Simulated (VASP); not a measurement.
# SrCl (F-43m) in VASP: notebook

Runs on SrCl. Level: PBE. Tasks: relaxation of cell and atoms, single point.

Everything below comes from runs of VASP 6.6.1. Logs are shortened: lines on timing, memory, paths and dates and some standing lists are left out, and cuts for length are marked.

### 1 The cell of the first run

Symmetry: F-43m, No. 216, cubic system. The conventional cell has a = 6.161 Å, b = 6.161 Å, c = 6.161 Å, α = 90.00°, β = 90.00°, γ = 90.00°. Sr (site symmetry -43m) has 4 Cl at 2.67 Å within 3.5 Å. Cl (site symmetry -43m) has 4 Sr at 2.67 Å within 3.5 Å.

The cell was built from a structure type or drawn by symmetry, and may not be a known phase.

### 2 Relaxation of cell and atoms, PBE

INCAR reads:

```
ALGO     = Normal         # electronic algorithm
EDIFF    = 1E-7           # SCF threshold, eV
EDIFFG   = -0.04          # ionic threshold
ENCUT    = 600            # plane-wave cutoff, eV
GGA      = PE             # functional
IBRION   = 2              # ionic algorithm
ISIF     = 3              # what is computed and relaxed
ISMEAR   = 0              # smearing method
LASPH    = T              # aspherical terms in the spheres
LCHARG   = F              # write CHGCAR
LREAL    = F              # projectors in reciprocal space
LWAVE    = F              # write WAVECAR
NELM     = 80             # most SCF steps
NSW      = 90             # ionic steps
PREC     = Accurate       # precision mode
SIGMA    = 0.1            # smearing width, eV
```

KPOINTS reads:

```
k-points
0
Gamma
  6 6 6
```

POSCAR reads:

```
SrCl
1.0
    0.0000000000      3.0803912800      3.0803912800
    3.0803912800      0.0000000000      3.0803912800
    3.0803912800      3.0803912800      0.0000000000
Sr Cl
1 1
Direct
    0.0000000000      0.0000000000      0.0000000000
    0.2500000000      0.2500000000      0.2500000000
```

Potentials or basis: VASP PAW PBE potentials, release 64 (Sr_sv, Cl).

Command:

```console
> cat potpaw_PBE.64/Sr_sv/POTCAR potpaw_PBE.64/Cl/POTCAR > POTCAR
> mpirun -np 1 vasp_std > vasp.out
```

OUTCAR:

```text
EDIFF = 1E-7
   EDIFFG = -0.04
   ENCUT = 600
   GGA = PE
   IBRION = 2
   ISIF = 3
   ISMEAR = 0
   LASPH = T
   LREAL = F
   NELM = 80
   NSW = 90
   PREC = Accurate

 ion  position               nearest neighbor table
   1  0.000  0.000  0.000-   2 2.67   2 2.67   2 2.67   2 2.67
   2  0.250  0.250  0.250-   1 2.67   1 2.67   1 2.67   1 2.67

  LATTYP: Found a face centered cubic cell.
 ALAT       =     6.1607825600

  Lattice vectors:

 A1 = (   0.0000000000,   3.0803912800,   3.0803912800)
 A2 = (   3.0803912800,   0.0000000000,   3.0803912800)
 A3 = (   3.0803912800,   3.0803912800,   0.0000000000)

Analysis of symmetry for initial positions (statically):
=====================================================================
 Subroutine PRICEL returns:
 Original cell was already a primitive cell.

 Routine SETGRP: Setting up the symmetry group for a
 face centered cubic supercell.

 Subroutine GETGRP returns: Found 24 space group operations
 (whereof 24 operations were pure point group operations)
 out of a pool of 48 trial point group operations.

The static configuration has the point symmetry T_d .

Analysis of symmetry for dynamics (positions and initial velocities):
=====================================================================
 Subroutine PRICEL returns:
 Original cell was already a primitive cell.

 Routine SETGRP: Setting up the symmetry group for a
 face centered cubic supercell.

 Subroutine GETGRP returns: Found 24 space group operations
 (whereof 24 operations were pure point group operations)
 out of a pool of 48 trial point group operations.

The dynamic configuration has the point symmetry T_d .

 Subroutine INISYM returns: Found 24 space group operations
 (whereof 24 operations are pure point group operations),
 and found     1 'primitive' translations

----------------------------------------------------------------------------------------

                                     Primitive cell

  volume of cell :      58.4585

  direct lattice vectors                    reciprocal lattice vectors
     0.000000000  3.080391280  3.080391280    -0.162317042  0.162317042  0.162317042
     3.080391280  0.000000000  3.080391280     0.162317042 -0.162317042  0.162317042
     3.080391280  3.080391280  0.000000000     0.162317042  0.162317042 -0.162317042

  length of vectors
     4.356331126  4.356331126  4.356331126     0.281141363  0.281141363  0.281141363

  position of ions in fractional coordinates (direct lattice)
     0.000000000  0.000000000  0.000000000
     0.250000000  0.250000000  0.250000000

  ion indices of the primitive-cell ions
   primitive index   ion index
                 1           1
                 2           2

----------------------------------------------------------------------------------------

 KPOINTS: k-points

Automatic generation of k-mesh.
 Grid dimensions read from file:
 generate k-points for:    6    6    6

 Generating k-lattice:

  Cartesian coordinates                     Fractional coordinates (reciprocal lattice)
    -0.027052840  0.027052840  0.027052840     0.166666667  0.000000000  0.000000000
     0.027052840 -0.027052840  0.027052840     0.000000000  0.166666667  0.000000000
     0.027052840  0.027052840 -0.027052840     0.000000000  0.000000000  0.166666667

  Length of vectors
     0.046856894  0.046856894  0.046856894

  Shift w.r.t. Gamma in fractional coordinates (k-lattice)
     0.000000000  0.000000000  0.000000000

 Subroutine IBZKPT returns following result:
 ===========================================

 Found     16 irreducible k-points:

 Following reciprocal coordinates:
            Coordinates               Weight
  0.000000  0.000000  0.000000      1.000000
  0.166667  0.000000  0.000000      8.000000
  0.333333  0.000000  0.000000      8.000000
  0.500000  0.000000  0.000000      4.000000
  0.166667  0.166667  0.000000      6.000000
  0.333333  0.166667  0.000000     24.000000
[... 8 lines left out ...]
 -0.333333  0.333333  0.166667     24.000000
 -0.333333  0.500000  0.166667     12.000000
   k-points           NKPTS =     16   k-points in BZ     NKDIM =     16   number of bands    NBANDS=     12
   number of dos      NEDOS =    301   number of ions     NIONS =      2
   total plane-waves  NPLWV =  46656
   dimension x,y,z NGX =    36 NGY =   36 NGZ =   36
   dimension x,y,z NGXF=    72 NGYF=   72 NGZF=   72
   ions per type =               1   1
   NGX,Y,Z   is equivalent  to a cutoff of  13.74, 13.74, 13.74 a.u.
   NGXF,Y,Z  is equivalent  to a cutoff of  27.48, 27.48, 27.48 a.u.
 SYSTEM =  unknown system
   PREC   = accura    normal or accurate (medium, high low for compatibility)
   ISTART =      0    job   : 0-new  1-cont  2-samecut
   ICHARG =      2    charge: 1-file 2-atom 10-const
   ISPIN  =      1    spin polarized calculation?
   LNONCOLLINEAR =      F non collinear calculations
   LSORBIT =      F    spin-orbit coupling
   LASPH  =      T    aspherical Exc in radial PAW
   ENCUT  =  600.0 eV  44.10 Ry    6.64 a.u.   8.70  8.70  8.70*2*pi/ulx,y,z
   NELM   =     80;   NELMIN=  2; NELMDL= -5     # of ELM steps
   EDIFF  = 0.1E-06   stopping-criterion for ELM
   LREAL  =      F    real-space projection
   EDIFFG = -.4E-01   stopping-criterion for IOM
   NSW    =     90    number of steps for IOM
   IBRION =      2    ionic relax: 0-MD 1-quasi-New 2-CG
   NFREE  =      1    steps in history (QN), initial steepest desc. (CG)
   ISIF   =      3    stress and relaxation
   ISYM   =      2    0-nonsym 1-usesym 2-fastsym
   POTIM  = 0.5000    time-step for ionic-motion
   TEBEG  =    0.0;   TEEND  =   0.0 temperature during run
   PSTRESS=    0.0 pullay stress
   NELECT =      17.0000    total number of electrons
   NUPDOWN=      -1.0000    fix difference up-down
   EMIN   =  10.00;   EMAX   =-10.00  energy-range for DOS
   EFERMI =   0.00;   METHOD = LEGACY
   ISMEAR =     0;   SIGMA  =   0.10  broadening in eV -4-tet -1-fermi 0-gaus
   EFERMI_NEDOS =   21; number of points for ismear=-14 and -15
   IALGO  =     38    algorithm
   IMIX   =      4    mixing-type and parameters
     AMIX     =   0.40;   BMIX     =  1.00
     AMIX_MAG =   1.60;   BMIX_MAG =  1.00
  volume/ion in A,a.u.               =      29.23       197.25
  Fermi-wavevector in a.u.,A,eV,Ry     =   1.084614  2.049623 16.005728  1.176388
  Thomas-Fermi vector in A             =   2.220708
   LORBIT       =      0    0 simple, 1 ext, 2 COOP (PROOUT), +10 PAW based schemes
   GGA     = PE    functional components
   LHFCALC =     F    Hartree Fock is set to
   AEXX    =    0.0000 exact exchange contribution
   IVDW    =     0    specifies the selected vdW correction
   LEPSILON=     F    determine dielectric tensor
   LRPA    =     F    only Hartree local field effects (RPA)
 conjugate gradient relaxation of ions
 non-spin polarized calculation
 Gauss-broadening in eV      SIGMA  =   0.10
  energy-cutoff  :      600.00
  volume of cell :       58.46
 maximum number of plane-waves:      1964
   NGX = 17   NGY = 17   NGZ = 17

--------------------------------------- Ionic step        1  -------------------------------------------

 number of electron      17.0000000 magnetization

 Free energy of the ion-electron system (eV)
  ---------------------------------------------------
  ext. energy  EPLUGINS =         0.00000000
  ---------------------------------------------------
  free energy    TOTEN  =        -5.89265593 eV

  energy without entropy =       -5.88540742  energy(sigma->0) =       -5.88903167

------------------------ aborting loop because EDIFF is reached ----------------------------------------

  FORCE on cell =-STRESS in cart. coord.  units (eV):
  Direction    XX          YY          ZZ          XY          YZ          ZX
  --------------------------------------------------------------------------------------
  -------------------------------------------------------------------------------------
  Total        4.4940415      4.4940415      4.4940415      0.0000000     -0.0000000      0.0000000
  in kB      123.1686015    123.1686015    123.1686015      0.0000000     -0.0000000      0.0000000
  external PRESSURE =     123.1686015 kB  Pullay stress =       0.0000000 kB

 VOLUME and BASIS-vectors are now :
 -----------------------------------------------------------------------------
  energy-cutoff  :      600.00
  volume of cell :       58.46
      direct lattice vectors                 reciprocal lattice vectors
     0.000000000  3.080391280  3.080391280    -0.162317042  0.162317042  0.162317042
     3.080391280  0.000000000  3.080391280     0.162317042 -0.162317042  0.162317042
     3.080391280  3.080391280  0.000000000     0.162317042  0.162317042 -0.162317042
[... 73 lines left out ...]
 POSITION                                       TOTAL-FORCE (eV/Angst)
 -----------------------------------------------------------------------------------
      0.00000      0.00000      0.00000        -0.000000      0.000000      0.000000
      1.72786      1.72786      1.72786         0.000000     -0.000000     -0.000000
 -----------------------------------------------------------------------------------
    total drift:                               -0.000000     -0.000000     -0.000000

  FREE ENERGIE OF THE ION-ELECTRON SYSTEM (eV)
  ---------------------------------------------------
  free  energy   TOTEN  =        -6.5468778829 eV

  energy  without entropy=       -6.5272134061  energy(sigma->0) =       -6.53704564

--------------------------------------- Ionic step        4  -------------------------------------------

 number of electron      17.0000000 magnetization

 Free energy of the ion-electron system (eV)
  ---------------------------------------------------
  ext. energy  EPLUGINS =         0.00000000
  ---------------------------------------------------
  free energy    TOTEN  =        -6.54795398 eV

  energy without entropy =       -6.52884744  energy(sigma->0) =       -6.53840071

 E-fermi :   2.8873     XC(G=0):  -7.3785

 val. band max:        2.8433980001   @ k =   0.5000   0.3333   0.0000
 cond. band min:       2.9153450453   @ k =  -0.3333   0.3333   0.0000
 fundamental gap:      0.0719470452
 Fermi energy:         2.8873151654

 k-point     1 :       0.0000    0.0000    0.0000
  band No.  band energies     occupation
      1     -34.5066      2.00000
      2     -16.4789      2.00000
      3     -16.4789      2.00000
      4     -16.4789      2.00000
      5     -14.8266      2.00000
      6      -3.2300      2.00000
      7      -3.2300      2.00000
      8      -3.2300      2.00000
      9       1.2061      2.00000
     10       4.9859      0.00000
     11       4.9859      0.00000
     12       6.1792      0.00000

 k-point     2 :       0.1667    0.0000    0.0000
  band No.  band energies     occupation
      1     -34.5059      2.00000
      2     -16.5419      2.00000
      3     -16.4818      2.00000
      4     -16.4818      2.00000
      5     -14.7552      2.00000
      6      -3.3229      2.00000
      7      -3.2087      2.00000
      8      -3.2087      2.00000
      9       1.6871      2.00000
     10       4.7808      0.00000
     11       4.7808      0.00000
     12       5.8868      0.00000
[... 230 lines left out ...]
 POSITION                                       TOTAL-FORCE (eV/Angst)
 -----------------------------------------------------------------------------------
      0.00000      0.00000      0.00000         0.000000     -0.000000     -0.000000
      1.71980      1.71980      1.71980        -0.000000      0.000000      0.000000
 -----------------------------------------------------------------------------------
    total drift:                               -0.000000     -0.000000     -0.000000

  FREE ENERGIE OF THE ION-ELECTRON SYSTEM (eV)
  ---------------------------------------------------
  free  energy   TOTEN  =        -6.5479539843 eV

  energy  without entropy=       -6.5288474365  energy(sigma->0) =       -6.53840071

 reached required accuracy - stopping structural energy minimisation
```

Run time: 1.8 min. Hardware: 1 thread of AMD EPYC 7R13, shared host; peak memory 0.19 GiB.

Results:

```
Free energy                           : -6.5480 eV
Relaxed volume                        : 40.69 Å³/atom
Relaxed cell                          : a = 4.864 Å, b = 4.864 Å, c = 4.864 Å, α = 60.00°, β = 60.00°, γ = 60.00°
Space group after relaxing (to 0.1 Å) : F-43m (No. 216)
Energy gained by relaxing             : 327.6 meV/atom
Ionic steps                           : 4
Pressure after relaxing               : 0.0 GPa
Band gap on the k mesh                : zero (an odd number of electrons rules out a gap without spin polarisation)
```

The path:
```
step  energy change (eV)  largest force (eV/Å)  pressure (GPa)  volume (Å³)
   1              0.0000                0.0000           12.32        58.46
   2             -0.6528                0.0000            0.47        79.60
   3             -0.6542                0.0000           -0.29        82.54
   4             -0.6553                0.0000           -0.01        81.39
```

Final structure:
```cif
data_structure
_symmetry_space_group_name_H-M 'P 1'
_symmetry_Int_Tables_number 1
_cell_length_a 4.8643
_cell_length_b 4.8643
_cell_length_c 4.8643
_cell_angle_alpha 60.000
_cell_angle_beta 60.000
_cell_angle_gamma 60.000
_cell_volume 81.39
loop_
_atom_site_label
_atom_site_type_symbol
_atom_site_fract_x
_atom_site_fract_y
_atom_site_fract_z
_atom_site_occupancy
Sr1 Sr 0.00000 0.00000 0.00000 1
Cl1 Cl 0.25000 0.25000 0.25000 1
```

Levels at points of the mesh, in eV from the Fermi level:
| k point | band 6 | band 7 | band 8 | band 9 | band 10 | band 11 | band 12 |
| --- | --- | --- | --- | --- | --- | --- | --- |
| (0.00, 0.00, 0.00) | -6.12 | -6.12 | -6.12 | -1.68 | 2.10 | 2.10 | 3.29 |
| (0.50, 0.00, 0.00) | -6.37 | -6.04 | -6.04 | 0.56 | 1.22 | 1.95 | 1.95 |
| (0.50, 0.50, 0.00) | -6.49 | -5.96 | -5.96 | -0.15 | 0.96 | 3.05 | 3.05 |

Caveat: the volume moved by over 15 % at a fixed basis, so the end points are rough; an odd number of electrons without spin polarisation forces a metal; a magnetic or distorted state may lie lower.

[end of part 1 of 2]
